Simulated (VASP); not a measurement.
Wanted: the native input for a VASP 6.6.1 run.

```
Task                   : relaxation of cell and atoms
Functional             : PBE
Potentials or basis    : VASP PAW PBE potentials, release 64 (Ga_d, S)
Cutoff                 : 600 eV
k mesh                 : 4 × 4 × 6
Occupations            : gaussian, width 0.1 eV
Spin                   : no spin polarisation
Dipole correction      : no
Further INCAR settings : ALGO = Normal; EDIFF = 1e-07; IBRION = 2; EDIFFG = -0.04; NSW = 90; ISIF = 3
```

The structure of GaS3 lies in POSCAR:

```
GaS3
1.0
    4.6595682453      0.0000000000      0.0000000000
    0.0000000000      4.6595682453      0.0000000000
    0.0000000000      0.0000000000      3.0916508707
Ga S
1 3
Direct
    0.0000000000      0.0000000000      0.0000000000
    0.0000000000      0.5000000000      0.5000000000
    0.5000000000      0.0000000000      0.5000000000
    0.5000000000      0.5000000000      0.0000000000
```

One way to write it, as run:

INCAR

```
PREC = Accurate
ENCUT = 600
EDIFF = 1E-7
ISMEAR = 0
SIGMA = 0.1
LREAL = False
LASPH = True
NELM = 100
ALGO = Normal
ISIF = 3
LWAVE = False
LCHARG = False
GGA = PE
IBRION = 2
NSW = 90
EDIFFG = -0.04
```

KPOINTS

```
regular mesh
0
Gamma
  4 4 6
```

Potentials or basis: VASP PAW PBE potentials, release 64 (Ga_d, S).

Command:

```console
$ cat potpaw_PBE.64/Ga_d/POTCAR potpaw_PBE.64/S/POTCAR > POTCAR
$ mpirun -np 1 vasp_std > vasp.out
```

Results of the run:

| Property | Result |
| --- | --- |
| Relaxed volume | 16.68 Å³/atom |
| Relaxed cell | a = 4.540 Å, b = 4.540 Å, c = 3.237 Å, α = 90.00°, β = 90.00°, γ = 90.00° |
| Space group after relaxing (to 0.1 Å) | P4/mmm (No. 123) |
| Energy gained by relaxing | 21.5 meV/atom |
| Ionic steps | 6 |
| Pressure after relaxing | -0.1 GPa |
| Band gap on the k mesh | zero (an odd number of electrons rules out a gap without spin polarisation) |

Wall time 5.3 min on 1 thread of Intel Xeon 8259CL, with other jobs on the host, peak memory 0.23 GiB.
